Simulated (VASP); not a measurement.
# Zr3SiO8 in VASP: relaxation of cell and atoms with LDA

Aim: the relaxation of cell and atoms of Zr3SiO8 with LDA.

All numbers are computed with VASP 6.6.1; they aren't measurements. Logs are shortened: lines on timing, memory, paths and dates and some standing lists are left out, and cuts for length are marked.

## (1) The cell of the first run

The typed cell holds 12 atoms: a = 4.969 Å, b = 4.969 Å, c = 4.970 Å, α = 90.00°, β = 90.00°, γ = 90.00°.

## (2) Relaxation of cell and atoms, LDA

INCAR

```
PREC = Accurate
ENCUT = 600
EDIFF = 1E-7
ISMEAR = 0
SIGMA = 0.02
LREAL = F
LASPH = T
NELM = 120
ALGO = Normal
ISIF = 3
LWAVE = F
LCHARG = F
IBRION = 2
NSW = 100
EDIFFG = -0.002
GGA_COMPAT = F
NELMIN = 4
```

KPOINTS

```
Automatic mesh
0
Gamma
  6 6 6
```

POSCAR

```
Zr3SiO8
1.0
    3.5134252642      3.5134252642      0.0000000000
   -3.5134252642      3.5134252642      0.0000000000
    0.0000000000      0.0000000000      4.9696843404
Si Zr O
1 3 8
Direct
    0.0000000000      0.5000000000      0.5000000000
    0.5000000000      0.0000000000      0.5000000000
    0.0000000000      0.0000000000      0.0000000000
    0.5000000000      0.5000000000      0.0000000000
    0.1939058200      0.3060941800      0.6938546380
    0.8060941800      0.6939058200      0.6938546380
    0.3037329147      0.8037329147      0.8037559611
    0.6962670853      0.1962670853      0.8037559611
    0.1939058200      0.6939058200      0.3061453620
    0.8060941800      0.3060941800      0.3061453620
    0.3037329147      0.1962670853      0.1962440389
    0.6962670853      0.8037329147      0.1962440389
```

Potentials or basis: VASP PAW LDA potentials, release 64 (Si, Zr_sv, O).

Command:

```
$ cat potpaw_LDA.64/Si/POTCAR potpaw_LDA.64/Zr_sv/POTCAR potpaw_LDA.64/O/POTCAR > POTCAR
$ mpirun -np 1 vasp_std > vasp.out
```

OUTCAR:

```text
PREC = Accurate
   ENCUT = 600
   EDIFF = 1E-7
   ISMEAR = 0
   LREAL = F
   LASPH = T
   NELM = 120
   ISIF = 3
   IBRION = 2
   NSW = 100
   EDIFFG = -0.002
   NELMIN = 4

 ion  position               nearest neighbor table
   1  0.000  0.500  0.500-   5 1.67   6 1.67   9 1.67  10 1.67   2 3.51   2 3.51   2 3.51   2 3.51
                             4 3.51   3 3.51   3 3.51   3 3.51   4 3.51   4 3.51   4 3.51   3 3.51
   2  0.500  0.000  0.500-   7 2.04   8 2.04  11 2.04  12 2.04   9 2.36  10 2.36   5 2.36   6 2.36
                             1 3.51   1 3.51   1 3.51   1 3.51   4 3.51   3 3.51   4 3.51   4 3.51
   3  0.000  0.000  0.000-   7 2.04   8 2.04  11 2.04  12 2.04   9 2.36  10 2.36   5 2.36   6 2.36
                             4 3.51   4 3.51   4 3.51   4 3.51   2 3.51   1 3.51   2 3.51   1 3.51
   4  0.500  0.500  0.000-   7 2.04   8 2.04  11 2.04  12 2.04   9 2.36  10 2.36   5 2.36   6 2.36
                             3 3.51   3 3.51   3 3.51   3 3.51   2 3.51   2 3.51   2 3.51   2 3.51
   5  0.194  0.306  0.694-   1 1.67   2 2.36   3 2.36   4 2.36
   6  0.806  0.694  0.694-   1 1.67   2 2.36   3 2.36   4 2.36
   7  0.304  0.804  0.804-   3 2.04   4 2.04   2 2.04
   8  0.696  0.196  0.804-   3 2.04   4 2.04   2 2.04
   9  0.194  0.694  0.306-   1 1.67   2 2.36   3 2.36   4 2.36
  10  0.806  0.306  0.306-   1 1.67   2 2.36   3 2.36   4 2.36
  11  0.304  0.196  0.196-   3 2.04   4 2.04   2 2.04
  12  0.696  0.804  0.196-   3 2.04   4 2.04   2 2.04

  LATTYP: Found a simple tetragonal cell.
 ALAT       =     4.9687336590
 C/A-ratio  =     1.0001913327

  Lattice vectors:

 A1 = (   3.5134252642,   3.5134252642,   0.0000000000)
 A2 = (  -3.5134252642,   3.5134252642,   0.0000000000)
 A3 = (   0.0000000000,   0.0000000000,   4.9696843404)

Analysis of symmetry for initial positions (statically):
=====================================================================
 Subroutine PRICEL returns:
 Original cell was already a primitive cell.

 Routine SETGRP: Setting up the symmetry group for a
 simple tetragonal supercell.

 Subroutine GETGRP returns: Found  8 space group operations
 (whereof  4 operations were pure point group operations)
 out of a pool of 16 trial point group operations.

The static configuration has the point symmetry D_2 .
 The point group associated with its full space group is D_2d.

Analysis of symmetry for dynamics (positions and initial velocities):
=====================================================================
 Subroutine PRICEL returns:
 Original cell was already a primitive cell.

 Routine SETGRP: Setting up the symmetry group for a
 simple tetragonal supercell.

 Subroutine GETGRP returns: Found  8 space group operations
 (whereof  4 operations were pure point group operations)
 out of a pool of 16 trial point group operations.

The dynamic configuration has the point symmetry D_2 .
 The point group associated with its full space group is D_2d.

 Subroutine INISYM returns: Found  8 space group operations
 (whereof  4 operations are pure point group operations),
 and found     1 'primitive' translations

----------------------------------------------------------------------------------------

                                     Primitive cell

  volume of cell :     122.6931

  direct lattice vectors                    reciprocal lattice vectors
     3.513425264  3.513425264  0.000000000     0.142311267  0.142311267  0.000000000
    -3.513425264  3.513425264  0.000000000    -0.142311267  0.142311267  0.000000000
     0.000000000  0.000000000  4.969684340     0.000000000  0.000000000  0.201220024

  length of vectors
     4.968733659  4.968733659  4.969684340     0.201258524  0.201258524  0.201220024

  position of ions in fractional coordinates (direct lattice)
     0.000000000  0.500000000  0.500000000
     0.500000000  0.000000000  0.500000000
     0.000000000  0.000000000  0.000000000
     0.500000000  0.500000000  0.000000000
     0.193905820  0.306094180  0.693854638
     0.806094180  0.693905820  0.693854638
     0.303732915  0.803732915  0.803755961
     0.696267085  0.196267085  0.803755961
     0.193905820  0.693905820  0.306145362
     0.806094180  0.306094180  0.306145362
     0.303732915  0.196267085  0.196244039
     0.696267085  0.803732915  0.196244039

  ion indices of the primitive-cell ions
   primitive index   ion index
                 1           1
                 2           2
                 3           3
                 4           4
                 5           5
                 6           6
                 7           7
                 8           8
                 9           9
                10          10
                11          11
                12          12

----------------------------------------------------------------------------------------

 KPOINTS: Automatic mesh

Automatic generation of k-mesh.
 Grid dimensions read from file:
 generate k-points for:    6    6    6

 Generating k-lattice:

  Cartesian coordinates                     Fractional coordinates (reciprocal lattice)
     0.023718544  0.023718544  0.000000000     0.166666667  0.000000000  0.000000000
    -0.023718544  0.023718544  0.000000000     0.000000000  0.166666667  0.000000000
     0.000000000  0.000000000  0.033536671     0.000000000  0.000000000  0.166666667

  Length of vectors
     0.033543087  0.033543087  0.033536671

  Shift w.r.t. Gamma in fractional coordinates (k-lattice)
     0.000000000  0.000000000  0.000000000

 Subroutine IBZKPT returns following result:
 ===========================================

 Found     40 irreducible k-points:

 Following reciprocal coordinates:
            Coordinates               Weight
  0.000000  0.000000  0.000000      1.000000
  0.166667  0.000000  0.000000      4.000000
  0.333333  0.000000  0.000000      4.000000
  0.500000  0.000000  0.000000      2.000000
  0.166667  0.166667  0.000000      4.000000
  0.333333  0.166667  0.000000      8.000000
[... 16 lines left out ...]
  0.333333  0.000000  0.333333      8.000000
  0.500000  0.000000  0.333333      4.000000
 [... further k-points ...]
   k-points           NKPTS =     40   k-points in BZ     NKDIM =     40   number of bands    NBANDS=     52
   number of dos      NEDOS =    301   number of ions     NIONS =     12
   total plane-waves  NPLWV =  64000
   dimension x,y,z NGX =    40 NGY =   40 NGZ =   40
   dimension x,y,z NGXF=    80 NGYF=   80 NGZF=   80
   ions per type =               1   3   8
   NGX,Y,Z   is equivalent  to a cutoff of  13.38, 13.38, 13.38 a.u.
   NGXF,Y,Z  is equivalent  to a cutoff of  26.77, 26.77, 26.76 a.u.
 SYSTEM =  unknown system
   PREC   = accura    normal or accurate (medium, high low for compatibility)
   ISTART =      0    job   : 0-new  1-cont  2-samecut
   ICHARG =      2    charge: 1-file 2-atom 10-const
   ISPIN  =      1    spin polarized calculation?
   LNONCOLLINEAR =      F non collinear calculations
   LSORBIT =      F    spin-orbit coupling
   LASPH  =      T    aspherical Exc in radial PAW
   ENCUT  =  600.0 eV  44.10 Ry    6.64 a.u.   9.92  9.92  9.93*2*pi/ulx,y,z
   NELM   =    120;   NELMIN=  4; NELMDL= -5     # of ELM steps
   EDIFF  = 0.1E-06   stopping-criterion for ELM
   LREAL  =      F    real-space projection
   EDIFFG = -.2E-02   stopping-criterion for IOM
   NSW    =    100    number of steps for IOM
   IBRION =      2    ionic relax: 0-MD 1-quasi-New 2-CG
   NFREE  =      1    steps in history (QN), initial steepest desc. (CG)
   ISIF   =      3    stress and relaxation
   ISYM   =      2    0-nonsym 1-usesym 2-fastsym
   POTIM  = 0.5000    time-step for ionic-motion
   TEBEG  =    0.0;   TEEND  =   0.0 temperature during run
   PSTRESS=    0.0 pullay stress
   NELECT =      88.0000    total number of electrons
   NUPDOWN=      -1.0000    fix difference up-down
   EMIN   =  10.00;   EMAX   =-10.00  energy-range for DOS
   EFERMI =   0.00;   METHOD = LEGACY
   ISMEAR =     0;   SIGMA  =   0.02  broadening in eV -4-tet -1-fermi 0-gaus
   EFERMI_NEDOS =   21; number of points for ismear=-14 and -15
   IALGO  =     38    algorithm
   IMIX   =      4    mixing-type and parameters
     AMIX     =   0.40;   BMIX     =  1.00
     AMIX_MAG =   1.60;   BMIX_MAG =  1.00
  volume/ion in A,a.u.               =      10.22        69.00
  Fermi-wavevector in a.u.,A,eV,Ry     =   1.465421  2.769243 29.217936  2.147458
  Thomas-Fermi vector in A             =   2.581280
   LORBIT       =      0    0 simple, 1 ext, 2 COOP (PROOUT), +10 PAW based schemes
   GGA     = CA    functional components
   LHFCALC =     F    Hartree Fock is set to
   AEXX    =    0.0000 exact exchange contribution
   IVDW    =     0    specifies the selected vdW correction
   LEPSILON=     F    determine dielectric tensor
   LRPA    =     F    only Hartree local field effects (RPA)
 conjugate gradient relaxation of ions
 non-spin polarized calculation
 Gauss-broadening in eV      SIGMA  =   0.02
  energy-cutoff  :      600.00
  volume of cell :      122.69
 maximum number of plane-waves:      4116
 NGX is ok and might be reduce to    40
   NGX = 19   NGY = 19   NGZ = 19

--------------------------------------- Ionic step        1  -------------------------------------------

 number of electron      88.0000033 magnetization

 Free energy of the ion-electron system (eV)
  ---------------------------------------------------
  ext. energy  EPLUGINS =         0.00000000
  ---------------------------------------------------
  free energy    TOTEN  =      -120.35252009 eV

  energy without entropy =     -120.35252009  energy(sigma->0) =     -120.35252009

------------------------ aborting loop because EDIFF is reached ----------------------------------------

  FORCE on cell =-STRESS in cart. coord.  units (eV):
  Direction    XX          YY          ZZ          XY          YZ          ZX
  --------------------------------------------------------------------------------------
  -------------------------------------------------------------------------------------
  Total        0.5805859      0.5805859      0.5450334      0.0000000      0.0000000      0.0000000
  in kB        7.5815301      7.5815301      7.1172699      0.0000000      0.0000000      0.0000000
  external PRESSURE =       7.4267767 kB  Pullay stress =       0.0000000 kB
[... 353 lines left out ...]
  energy  without entropy=     -120.3535825529  energy(sigma->0) =     -120.35358255

--------------------------------------- Ionic step        9  -------------------------------------------

 number of electron      88.0000029 magnetization

 Free energy of the ion-electron system (eV)
  ---------------------------------------------------
  ext. energy  EPLUGINS =         0.00000000
  ---------------------------------------------------
  free energy    TOTEN  =      -120.35358409 eV

  energy without entropy =     -120.35358409  energy(sigma->0) =     -120.35358409

 E-fermi :   6.6437     XC(G=0): -12.3275

 val. band max:        6.5439058540   @ k =   0.5000   0.0000   0.0000
 cond. band min:      10.5236970902   @ k =   0.0000   0.0000   0.0000
 fundamental gap:      3.9797912362
 Fermi energy:         6.6436657052

 k-point     1 :       0.0000    0.0000    0.0000
  band No.  band energies     occupation
      1     -40.5738      2.00000
      2     -40.5030      2.00000
      3     -40.5029      2.00000
      4     -19.4038      2.00000
      5     -19.4038      2.00000
      6     -19.4038      2.00000
[... 1309 lines left out ...]
     51      12.6100      0.00000
     52      13.2613      0.00000

 [... further k-points ...]
[... 5 lines left out ...]
  --------------------------------------------------------------------------------------
  -------------------------------------------------------------------------------------
  Total       -0.0107656     -0.0107656     -0.0074731      0.0000000      0.0000000      0.0000000
  in kB       -0.1402505     -0.1402505     -0.0973567      0.0000000      0.0000000      0.0000000
  external PRESSURE =      -0.1259526 kB  Pullay stress =       0.0000000 kB
[... 27 lines left out ...]
  FREE ENERGIE OF THE ION-ELECTRON SYSTEM (eV)
  ---------------------------------------------------
  free  energy   TOTEN  =      -120.3535840861 eV

  energy  without entropy=     -120.3535840861  energy(sigma->0) =     -120.35358409

 reached required accuracy - stopping structural energy minimisation
```

It took 13 min on 1 thread of Intel Xeon 6975P-C (Granite Rapids), shared host; peak memory 0.37 GiB.

What came out:

```yaml
Free_energy: -120.3536 eV
Relaxed_volume: 10.25 Å³/atom
Relaxed_cell: a = 4.973 Å, b = 4.973 Å, c = 4.973 Å, α = 90.00°, β = 90.00°, γ = 90.00°
Space_group_after_relaxing_to_0.1_Å: P-43m (No. 215)
Energy_gained_by_relaxing: 0.1 meV/atom
Ionic_steps: 9
Pressure_after_relaxing: 0.0 GPa
Band_gap_on_the_k_mesh: 3.98 eV (least direct gap 4.03 eV)
```

Step by step:
| step | energy change (eV) | largest force (eV/Å) | pressure (GPa) | volume (Å³) |
| --- | --- | --- | --- | --- |
| 1 | 0.0000 | 0.0743 | 0.74 | 122.69 |
| 2 | 0.0015 | 0.0995 | -1.26 | 123.54 |
| 3 | -0.0010 | 0.0185 | -0.04 | 123.02 |
| 4 | -0.0010 | 0.0186 | -0.03 | 123.01 |
| 5 | -0.0010 | 0.0112 | -0.01 | 122.99 |
| 6 | -0.0011 | 0.0056 | 0.03 | 122.96 |
| 7 | -0.0011 | 0.0049 | 0.02 | 122.97 |
| 8 | -0.0011 | 0.0021 | -0.02 | 122.99 |
| 9 | -0.0011 | 0.0011 | -0.01 | 122.98 |

Final structure:
```cif
data_structure
_symmetry_space_group_name_H-M 'P 1'
_symmetry_Int_Tables_number 1
_cell_length_a 4.9730
_cell_length_b 4.9730
_cell_length_c 4.9730
_cell_angle_alpha 90.000
_cell_angle_beta 90.000
_cell_angle_gamma 90.000
_cell_volume 122.98
loop_
_atom_site_label
_atom_site_type_symbol
_atom_site_fract_x
_atom_site_fract_y
_atom_site_fract_z
_atom_site_occupancy
Si1 Si 0.00000 0.50000 0.50000 1
Zr1 Zr 0.50000 0.00000 0.50000 1
Zr2 Zr 0.00000 0.00000 0.00000 1
Zr3 Zr 0.50000 0.50000 0.00000 1
O1 O 0.19412 0.30588 0.69409 1
O2 O 0.80588 0.69412 0.69409 1
O3 O 0.30347 0.80347 0.80349 1
O4 O 0.69653 0.19653 0.80349 1
O5 O 0.19412 0.69412 0.30591 1
O6 O 0.80588 0.30588 0.30591 1
O7 O 0.30347 0.19653 0.19651 1
O8 O 0.69653 0.80347 0.19651 1
```

Levels at points of the mesh, in eV from the valence-band top:
```tsv
k point	band 40	band 41	band 42	band 43	band 44	band 45	band 46	band 47	band 48	band 49
(0.00, 0.00, 0.00)	-1.26	-1.26	-0.05	-0.05	-0.05	3.98	3.98	5.35	5.74	5.74
(0.50, 0.00, 0.00)	-1.09	-0.95	-0.95	0.00	0.00	4.20	4.27	4.90	5.70	5.75
(0.50, 0.50, 0.00)	-1.15	-0.91	-0.89	-0.38	-0.38	4.20	4.20	4.93	5.39	5.75
(0.00, 0.00, 0.50)	-1.09	-0.95	-0.95	0.00	0.00	4.20	4.27	4.90	5.70	5.75
(0.50, 0.00, 0.50)	-1.15	-0.91	-0.89	-0.38	-0.38	4.20	4.20	4.93	5.39	5.75
(0.50, 0.50, 0.50)	-1.24	-1.24	-0.56	-0.56	-0.56	4.42	4.42	4.42	5.25	5.25
```

A k mesh can miss the band edges.
